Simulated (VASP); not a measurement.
# Si in VASP: further runs

The runs below take Si through single point, with PBE.

Program: VASP 6.6.1. These are calculated values, not measurements. Logs are shortened: lines on timing, memory, paths and dates and some standing lists are left out, and cuts for length are marked.

## 1. The cell of the first run

The cell holds a slab with vacuum, 2 atoms: a = 3.626 Å, b = 3.626 Å, c = 28.000 Å, α = 90.00°, β = 90.00°, γ = 120.00°.

## 2. Single point, PBE

Input file INCAR:

```
ALGO     = Normal         # electronic algorithm
DIPOL    = 0.5 0.5 0.500
EDIFF    = 1E-6           # SCF threshold, eV
ENCUT    = 520            # plane-wave cutoff, eV
GGA      = PE             # functional
IDIPOL   = 3            
ISIF     = 2              # what is computed and relaxed
ISMEAR   = 0              # smearing method
LASPH    = True           # aspherical terms in the spheres
LCHARG   = False          # write CHGCAR
LDIPOL   = True         
LREAL    = False          # projectors in reciprocal space
LWAVE    = False          # write WAVECAR
NBANDS   = 11             # bands
NELM     = 80             # most SCF steps
PREC     = Accurate       # precision mode
SIGMA    = 0.1            # smearing width, eV
```

Input file KPOINTS:

```
k-points
0
Gamma
  15 15 1
```

Input file POSCAR:

```
Si
1.0
    3.6260000000      0.0000000000      0.0000000000
   -1.8130000000      3.1402081141      0.0000000000
    0.0000000000      0.0000000000     28.0000000000
Si
2
Direct
    0.3333333333      0.6666666667      0.5101964286
    0.6666666667      0.3333333333      0.4898035714
```

Potentials or basis: VASP PAW PBE potentials, release 64 (Si).

Run with:

```sh
cat potpaw_PBE.64/Si/POTCAR > POTCAR
mpirun -np 1 vasp_std > vasp.out
```

OUTCAR:

```text
EDIFF = 1E-6
   ENCUT = 520
   GGA = PE
   ISIF = 2
   ISMEAR = 0
   LASPH = True
   LREAL = False
   NELM = 80
   PREC = Accurate

 ion  position               nearest neighbor table
   1  0.333  0.667  0.510-   2 2.17   2 2.17   2 2.17
   2  0.667  0.333  0.490-   1 2.17   1 2.17   1 2.17

  LATTYP: Found a hexagonal cell.
 ALAT       =     3.6260000000
 C/A-ratio  =     7.7220077220

  Lattice vectors:

 A1 = (   3.6260000000,   0.0000000000,   0.0000000000)
 A2 = (  -1.8130000000,   3.1402081141,   0.0000000000)
 A3 = (   0.0000000000,   0.0000000000,  28.0000000000)

Analysis of symmetry for initial positions (statically):
=====================================================================
 Subroutine PRICEL returns:
 Original cell was already a primitive cell.

 Routine SETGRP: Setting up the symmetry group for a
 hexagonal supercell.

 Subroutine GETGRP returns: Found 12 space group operations
 (whereof 12 operations were pure point group operations)
 out of a pool of 24 trial point group operations.

The static configuration has the point symmetry D_3d.

Analysis of symmetry for dynamics (positions and initial velocities):
=====================================================================
 Subroutine PRICEL returns:
 Original cell was already a primitive cell.

 Routine SETGRP: Setting up the symmetry group for a
 hexagonal supercell.

 Subroutine GETGRP returns: Found 12 space group operations
 (whereof 12 operations were pure point group operations)
 out of a pool of 24 trial point group operations.

The dynamic configuration has the point symmetry D_3d.

 Subroutine INISYM returns: Found 12 space group operations
 (whereof 12 operations are pure point group operations),
 and found     1 'primitive' translations

----------------------------------------------------------------------------------------

                                     Primitive cell

  volume of cell :     318.8190

  direct lattice vectors                    reciprocal lattice vectors
     3.626000000  0.000000000  0.000000000     0.275785990  0.159225116  0.000000000
    -1.813000000  3.140208114  0.000000000     0.000000000  0.318450231  0.000000000
     0.000000000  0.000000000 28.000000000     0.000000000  0.000000000  0.035714286

  length of vectors
     3.626000000  3.626000000 28.000000000     0.318450231  0.318450231  0.035714286

  position of ions in fractional coordinates (direct lattice)
     0.333333333  0.666666667  0.510196429
     0.666666667  0.333333333  0.489803571

  ion indices of the primitive-cell ions
   primitive index   ion index
                 1           1
                 2           2

----------------------------------------------------------------------------------------

 KPOINTS: k-points

Automatic generation of k-mesh.
 Grid dimensions read from file:
 generate k-points for:   15   15    1

 Generating k-lattice:

  Cartesian coordinates                     Fractional coordinates (reciprocal lattice)
     0.018385733  0.010615008  0.000000000     0.066666667  0.000000000  0.000000000
     0.000000000  0.021230015  0.000000000     0.000000000  0.066666667  0.000000000
     0.000000000  0.000000000  0.035714286     0.000000000  0.000000000  1.000000000

  Length of vectors
     0.021230015  0.021230015  0.035714286

  Shift w.r.t. Gamma in fractional coordinates (k-lattice)
     0.000000000  0.000000000  0.000000000

 Subroutine IBZKPT returns following result:
 ===========================================

 Found     27 irreducible k-points:

 Following reciprocal coordinates:
            Coordinates               Weight
  0.000000  0.000000  0.000000      1.000000
  0.066667 -0.000000  0.000000      6.000000
  0.133333  0.000000  0.000000      6.000000
  0.200000  0.000000  0.000000      6.000000
  0.266667  0.000000  0.000000      6.000000
  0.333333  0.000000  0.000000      6.000000
[... 16 lines left out ...]
  0.333333  0.200000  0.000000     12.000000
  0.400000  0.200000  0.000000      6.000000
 [... further k-points ...]
   k-points           NKPTS =     27   k-points in BZ     NKDIM =     27   number of bands    NBANDS=     11
   number of dos      NEDOS =    301   number of ions     NIONS =      2
   total plane-waves  NPLWV = 164640
   dimension x,y,z NGX =    28 NGY =   28 NGZ =  210
   dimension x,y,z NGXF=    56 NGYF=   56 NGZF=  420
   ions per type =               2
   NGX,Y,Z   is equivalent  to a cutoff of  12.84, 12.84, 12.47 a.u.
   NGXF,Y,Z  is equivalent  to a cutoff of  25.68, 25.68, 24.94 a.u.
 SYSTEM =  unknown system
   PREC   = accura    normal or accurate (medium, high low for compatibility)
   ISTART =      0    job   : 0-new  1-cont  2-samecut
   ICHARG =      2    charge: 1-file 2-atom 10-const
   ISPIN  =      1    spin polarized calculation?
   LNONCOLLINEAR =      F non collinear calculations
   LSORBIT =      F    spin-orbit coupling
   LASPH  =      T    aspherical Exc in radial PAW
   ENCUT  =  520.0 eV  38.22 Ry    6.18 a.u.   6.74  6.74 52.06*2*pi/ulx,y,z
   NELM   =     80;   NELMIN=  2; NELMDL= -5     # of ELM steps
   EDIFF  = 0.1E-05   stopping-criterion for ELM
   LREAL  =      F    real-space projection
   EDIFFG = 0.1E-04   stopping-criterion for IOM
   NSW    =      0    number of steps for IOM
   IBRION =     -1    ionic relax: 0-MD 1-quasi-New 2-CG
   NFREE  =      0    steps in history (QN), initial steepest desc. (CG)
   ISIF   =      2    stress and relaxation
   ISYM   =      2    0-nonsym 1-usesym 2-fastsym
   POTIM  = 0.5000    time-step for ionic-motion
   TEBEG  =    0.0;   TEEND  =   0.0 temperature during run
   PSTRESS=    0.0 pullay stress
   NELECT =       8.0000    total number of electrons
   NUPDOWN=      -1.0000    fix difference up-down
   EMIN   =  10.00;   EMAX   =-10.00  energy-range for DOS
   EFERMI =   0.00;   METHOD = LEGACY
   ISMEAR =     0;   SIGMA  =   0.10  broadening in eV -4-tet -1-fermi 0-gaus
   EFERMI_NEDOS =   21; number of points for ismear=-14 and -15
   IALGO  =     38    algorithm
   IMIX   =      4    mixing-type and parameters
     AMIX     =   0.40;   BMIX     =  1.00
     AMIX_MAG =   1.60;   BMIX_MAG =  1.00
  volume/ion in A,a.u.               =     159.41      1075.75
  Fermi-wavevector in a.u.,A,eV,Ry     =   0.479281  0.905709  3.125396  0.229710
  Thomas-Fermi vector in A             =   1.476213
   LORBIT       =      0    0 simple, 1 ext, 2 COOP (PROOUT), +10 PAW based schemes
   GGA     = PE    functional components
   LHFCALC =     F    Hartree Fock is set to
   AEXX    =    0.0000 exact exchange contribution
   IVDW    =     0    specifies the selected vdW correction
   LEPSILON=     F    determine dielectric tensor
   LRPA    =     F    only Hartree local field effects (RPA)
 non-spin polarized calculation
 Gauss-broadening in eV      SIGMA  =   0.10
  energy-cutoff  :      520.00
  volume of cell :      318.82
 maximum number of plane-waves:      8616
 NGX is ok and might be reduce to    28
   NGX = 13   NGY = 13   NGZ =105

 number of electron       8.0000000 magnetization

 dipolmoment           0.000000      0.000000     -0.000000 electrons x Angstroem

 Free energy of the ion-electron system (eV)
  ---------------------------------------------------
  ext. energy  EPLUGINS =         0.00000000
  ---------------------------------------------------
  free energy    TOTEN  =        -9.24302446 eV

  energy without entropy =       -9.24202145  energy(sigma->0) =       -9.24252295

 E-fermi :  -3.1786     XC(G=0):  -1.6327

 val. band max:       -3.1786304325   @ k =   0.3333   0.3333   0.0000
 cond. band min:      -3.1786304279   @ k =   0.3333   0.3333   0.0000
 fundamental gap:      0.0000000046
 Fermi energy:        -3.1786304298

 k-point     1 :       0.0000    0.0000    0.0000
  band No.  band energies     occupation
      1     -14.8068      2.00000
      2      -6.8526      2.00000
      3      -3.8032      2.00000
      4      -3.8032      2.00000
      5      -1.0804      0.00000
      6       0.4059      0.00000
      7       0.4059      0.00000
      8       0.6910      0.00000
      9       1.0261      0.00000
     10       1.2593      0.00000
     11       1.7082      0.00000

 k-point     2 :       0.0667   -0.0000    0.0000
  band No.  band energies     occupation
      1     -14.7465      2.00000
      2      -6.7982      2.00000
      3      -4.2267      2.00000
      4      -3.9268      2.00000
      5      -1.0336      0.00000
      6       0.2896      0.00000
      7       0.6412      0.00000
      8       0.9914      0.00000
      9       1.1909      0.00000
     10       1.3258      0.00000
     11       1.7736      0.00000

 k-point     3 :       0.1333    0.0000    0.0000
  band No.  band energies     occupation
      1     -14.5660      2.00000
      2      -6.6447      2.00000
      3      -5.1751      2.00000
      4      -4.2270      2.00000
      5      -0.9061      0.00000
      6      -0.0670      0.00000
      7       1.2491      0.00000
      8       1.2730      0.00000
      9       1.5204      0.00000
     10       1.8857      0.00000
     11       1.9531      0.00000

 k-point     4 :       0.2000    0.0000    0.0000
  band No.  band energies     occupation
      1     -14.2676      2.00000
      2      -6.6014      2.00000
      3      -6.0757      2.00000
      4      -4.5845      2.00000
      5      -0.7789      0.00000
      6      -0.4675      0.00000
      7       1.5708      0.00000
      8       1.7483      0.00000
      9       1.9759      0.00000
     10       2.1652      0.00000
     11       2.3045      0.00000

 k-point     5 :       0.2667    0.0000    0.0000
  band No.  band energies     occupation
      1     -13.8565      2.00000
      2      -7.5713      2.00000
      3      -5.8728      2.00000
      4      -4.9198      2.00000
      5      -1.0132      0.00000
      6      -0.6206      0.00000
      7       1.3228      0.00000
      8       2.0648      0.00000
      9       2.3677      0.00000
     10       2.7750      0.00000
     11       2.9051      0.00000
[... 211 lines left out ...]
 k-point    21 :       0.2000    0.2000    0.0000
  band No.  band energies     occupation
      1     -13.2234      2.00000
      2      -8.4588      2.00000
      3      -6.3883      2.00000
      4      -5.2723      2.00000
      5      -1.1259      0.00000
      6       1.1432      0.00000
      7       1.6021      0.00000
      8       1.9062      0.00000
      9       2.3787      0.00000
     10       2.9578      0.00000
     11       3.1070      0.00000

 k-point    22 :       0.2667    0.2000    0.0000
  band No.  band energies     occupation
      1     -12.6736      2.00000
      2      -9.2645      2.00000
      3      -6.8688      2.00000
      4      -4.7545      2.00000
      5      -1.6847      0.00000
      6       1.2585      0.00000
      7       1.6467      0.00000
      8       1.9917      0.00000
      9       3.0883      0.00000
     10       3.5464      0.00000
     11       3.7805      0.00000

 k-point    23 :       0.3333    0.2000    0.0000
  band No.  band energies     occupation
      1     -12.0807      2.00000
      2     -10.0409      2.00000
      3      -7.1436      2.00000
      4      -4.2015      2.00000
      5      -2.3129      0.00000
      6       1.1749      0.00000
      7       1.3397      0.00000
      8       2.5982      0.00000
      9       3.9877      0.00000
     10       4.3132      0.00000
     11       4.5880      0.00000

 k-point    24 :       0.4000    0.2000    0.0000
  band No.  band energies     occupation
      1     -11.7153      2.00000
      2     -10.4729      2.00000
      3      -7.2322      2.00000
      4      -3.8701      2.00000
      5      -2.6780      0.00000
      6       1.1474      0.00000
      7       1.2237      0.00000
      8       3.1441      0.00000
      9       3.6483      0.00000
     10       5.1614      0.00000
     11       5.3162      0.00000

 [... further k-points ...]

------------------------ aborting loop because EDIFF is reached ----------------------------------------

 vacuum level on the upper side and lower side of the slab       (xc-potential included)        -0.008        -0.008

  FORCE on cell =-STRESS in cart. coord.  units (eV):
  Direction    XX          YY          ZZ          XY          YZ          ZX
  --------------------------------------------------------------------------------------
  -------------------------------------------------------------------------------------
  Total        5.5763535      5.5763535      0.2943832      0.0000000      0.0000000      0.0000000
  in kB       28.0231283     28.0231283      1.4793788      0.0000000      0.0000000      0.0000000
  external PRESSURE =      19.1752118 kB  Pullay stress =       0.0000000 kB

 VOLUME and BASIS-vectors are now :
 -----------------------------------------------------------------------------
  energy-cutoff  :      520.00
  volume of cell :      318.82
      direct lattice vectors                 reciprocal lattice vectors
     3.626000000  0.000000000  0.000000000     0.275785990  0.159225116  0.000000000
    -1.813000000  3.140208114  0.000000000     0.000000000  0.318450231  0.000000000
     0.000000000  0.000000000 28.000000000     0.000000000  0.000000000  0.035714286

 POSITION                                       TOTAL-FORCE (eV/Angst)
 -----------------------------------------------------------------------------------
     -0.00000      2.09347     14.28550        -0.000000      0.000000      0.522043
      1.81300      1.04674     13.71450         0.000000     -0.000000     -0.522043
 -----------------------------------------------------------------------------------
    total drift:                               -0.000000      0.000000      0.000000

  FREE ENERGIE OF THE ION-ELECTRON SYSTEM (eV)
  ---------------------------------------------------
  free  energy   TOTEN  =        -9.2430244560 eV

  energy  without entropy=       -9.2420214523  energy(sigma->0) =       -9.24252295

 vacuum level on the upper side and lower side of the slab         1.273         1.273
```

Wall time 82 s (1 thread of AMD EPYC 9R45 (Zen 5), shared host); peak memory 0.4 GiB.

What came out:

- Free energy: -9.2430 eV
- Largest force: 0.522 eV/Å
- Band gap on the k mesh: zero (filled and empty bands touch)

Forces on the atoms (eV/Å):
```
Si   0.000  0.000  0.522
Si   0.000  0.000 -0.522
```

## 3. Single point, PBE

Input file INCAR:

```
SYSTEM = Si
PREC = Accurate
ENCUT = 520
EDIFF = 1E-6
ISMEAR = 0
SIGMA = 0.1
LREAL = .FALSE.
LASPH = .TRUE.
NELM = 60
ALGO = Normal
ISIF = 2
LWAVE = .FALSE.
LCHARG = .FALSE.
LDIPOL = .TRUE.
IDIPOL = 3
DIPOL = 0.5 0.5 0.500
GGA = PE
NBANDS = 11
```

Input file KPOINTS:

```
regular mesh
0
G
  15 15 1
  0 0 0
```

Input file POSCAR:

```
Si
1.0
    3.6260000000      0.0000000000      0.0000000000
   -1.8130000000      3.1402081141      0.0000000000
    0.0000000000      0.0000000000     28.0000000000
Si
2
Direct
    0.3333333333      0.6666666667      0.5153035714
    0.6666666667      0.3333333333      0.4846964286
```

Potentials or basis: VASP PAW PBE potentials, release 64 (Si).

Run with:

```sh
cat potpaw_PBE.64/Si/POTCAR > POTCAR
mpirun -np 1 vasp_std > vasp.out
```

Run time: 86 s. Hardware: 1 thread of AMD EPYC 9R45 (Zen 5), shared host; peak memory 0.4 GiB.

Results (log left out):

- Free energy: -9.2176 eV
- Largest force: 0.806 eV/Å
- Band gap on the k mesh: zero (bands 4 and 5 overlap by 0.41 eV)

Forces on the atoms (eV/Å):
```
Si   0.000  0.000 -0.806
Si   0.000  0.000  0.806
```

Levels at points of the mesh, in eV from the Fermi level:
| k point | band 1 | band 2 | band 3 | band 4 | band 5 | band 6 | band 7 | band 8 | band 9 |
| --- | --- | --- | --- | --- | --- | --- | --- | --- | --- |
| (0.00, 0.00, 0.00) | -11.21 | -4.01 | 0.09 | 0.09 | 1.18 | 3.85 | 4.00 | 4.00 | 4.09 |

## 4. Single point, PBE

Input file INCAR:

```
PREC = Accurate
ENCUT = 520
EDIFF = 1E-7
ISMEAR = 0
SIGMA = 0.1
LREAL = False
LASPH = True
NELM = 60
ALGO = Normal
ISIF = 2
LWAVE = False
LCHARG = False
LDIPOL = True
IDIPOL = 3
DIPOL = 0.5 0.5 0.500
GGA = PE
NBANDS = 11
```

Input file KPOINTS:

```
regular mesh
0
Gamma
  15 15 1
```

Input file POSCAR:

```
Si
1.0
    3.6260000000      0.0000000000      0.0000000000
   -1.8130000000      3.1402081141      0.0000000000
    0.0000000000      0.0000000000     28.0000000000
Si
2
Direct
    0.3333333333      0.6666666667      0.5025535714
    0.6666666667      0.3333333333      0.4974464286
```

Run with:

```sh
cat potpaw_PBE.64/Si/POTCAR > POTCAR
mpirun -np 1 vasp_std > vasp.out
```

Wall time 1.7 min (1 thread of AMD EPYC 9R45 (Zen 5), shared host); peak memory 0.39 GiB.

Results (log left out):

* Free energy: -8.9465 eV
* Largest force: 0.440 eV/Å
* Band gap on the k mesh: zero (filled and empty bands touch)

Forces on the atoms (eV/Å):
```
Si   0.000  0.000  0.440
Si   0.000  0.000 -0.440
```

Levels at points of the mesh, in eV from the Fermi level:
```
           k point  band 1  band 2  band 3  band 4  band 5  band 6  band 7  band 8
(0.00, 0.00, 0.00)  -12.23   -3.70   -1.49   -1.49    2.78    2.93    2.93    3.66
```

## 5. Single point, PBE

Input file INCAR:

```
PREC = Accurate ; ENCUT = 520
EDIFF = 1E-6 ; ISMEAR = 0
SIGMA = 0.1 ; LREAL = False
LASPH = True ; NELM = 100
ALGO = Normal ; ISIF = 2
LWAVE = False ; LCHARG = False
LDIPOL = True ; IDIPOL = 3
DIPOL = 0.5 0.5 0.500 ; GGA = PE
NBANDS = 11
```

KPOINTS is that of step 4.

Input file POSCAR:

```
Si
1.0
    3.6260000000      0.0000000000      0.0000000000
   -1.8130000000      3.1402081141      0.0000000000
    0.0000000000      0.0000000000     28.0000000000
Si
2
Direct
    0.3333333333      0.6666666667      0.5076607143
    0.6666666667      0.3333333333      0.4923392857
```

Run with:

```sh
cat potpaw_PBE.64/Si/POTCAR > POTCAR
mpirun -np 1 vasp_std > vasp.out
```

It took 85 s on 1 thread of AMD EPYC 9R45 (Zen 5), shared host; peak memory 0.4 GiB.

It converged, with:

```
Free energy            : -9.1462 eV
Largest force          : 0.789 eV/Å
Band gap on the k mesh : zero (filled and empty bands touch)
```

Forces in eV/Å, atoms in the order of the input:
```
Si   0.000  0.000  0.789
Si   0.000  0.000 -0.789
```

Levels at points of the mesh, in eV from the Fermi level:
```tsv
k point	band 2	band 3	band 4	band 5	band 6	band 7
(0.00, 0.00, 0.00)	-3.68	-1.02	-1.02	2.38	3.29	3.29
```

## 6. Overview

| cell | gap on the mesh (eV) | largest force (eV/Å) |
| --- | --- | --- |
| as given, atomic positions A | none | 0.52 |
| as given, atomic positions B | none | 0.81 |
| as given, atomic positions C | none | 0.44 |
| as given, atomic positions D | none | 0.79 |

Alike in all rows: task single point; level PBE; potentials or basis VASP PAW PBE potentials, release 64 (Si); no spin polarisation; k mesh 15 × 15 × 1; cutoff (eV) 520; smearing gaussian 0.1 eV.

Absolute energies hang on the potentials; compare differences alone.
